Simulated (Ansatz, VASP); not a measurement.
# One calculation of NaF, two programs

Contents of POSCAR:

```
NaF
1.0
    0.0000000000      2.3200000000      2.3200000000
    2.3200000000      0.0000000000      2.3200000000
    2.3200000000      2.3200000000      0.0000000000
Na F
1 1
Direct
    0.0000000000      0.0000000000      0.0000000000
    0.5000000000      0.5000000000      0.5000000000
```

File INCAR.step1:

```
SYSTEM = NaF
PREC = Accurate
ENCUT = 600
ISMEAR = -1
SIGMA = 0.02
LREAL = .False.
LASPH = .True.
NELM = 80
GGA = PE
ALGO = Normal
EDIFF = 1E-4
LWAVE = .True.
LCHARG = .False.
```

Contents of INCAR.step2:

```
SYSTEM = NaF
PREC = Accurate
ENCUT = 600
EDIFF = 1E-7
ISMEAR = -1
SIGMA = 0.02
LREAL = .False.
LASPH = .True.
NELM = 80
ALGO = Normal
ISIF = 3
LWAVE = .False.
LCHARG = .False.
METAGGA = R2SCAN
LMIXTAU = .True.
IBRION = 2
NSW = 80
EDIFFG = -0.01
ISTART = 1
```

File KPOINTS:

```
regular mesh
0
Gamma
  10 10 10
  0 0 0
```

Input for Ansatz:

```yaml
crystal:
  lattice:
    - [0.0, 2.32, 2.32]
    - [2.32, 0.0, 2.32]
    - [2.32, 2.32, 0.0]
  atoms:
    - { symbol: Na, position: [0.0, 0.0, 0.0] }
    - { symbol: F, position: [0.5, 0.5, 0.5] }
  symmetry: { tolerance: 0.0003 }
hamiltonian:
  xc: r2scan
  pseudopotentials: { kind: paw, azcp: { folder: soft_1 } }
basis:
  ecutwfc: 500
magnetization:
  spin_polarized: false
scf:
  occupations: { method: fermi_dirac, width: 0.02 }
kpoints:
  mp_grid: { grid: [10, 10, 10], shift: [0, 0, 0] }
output:
  forces: true
  stress: true
  eigenvalues: true
relax:
  max_steps: 60
  cell: {}
```

Alike in both runs: task relaxation of cell and atoms; functional r2SCAN; k mesh 10 × 10 × 10; occupations fermi-dirac, width 0.02 eV; no spin polarisation.

```csv
,VASP,Ansatz
version,VASP 6.6.1,Ansatz 0.2.0
potentials or method,"VASP PAW PBE potentials, release 64 (Na_pv, F), cutoff 600 eV",PAW plane waves
valence electrons in the cell,14,16
```

```tsv
	VASP	Ansatz	Ansatz less VASP
gap on the k mesh at the Fermi level, each at its own relaxed structure (eV)	7.41	7.28	-0.124
relaxed volume (Å³/atom)	11.95	12.13	+0.178
relaxed cell length with the largest relative difference (Å)	3.233	3.249	+0.0160
```

VASP's potentials were made for PBE, not for r2SCAN. VASP's potentials hold 14 valence electrons a cell and Ansatz's 16, so a difference there can come from the potentials and not from the codes.
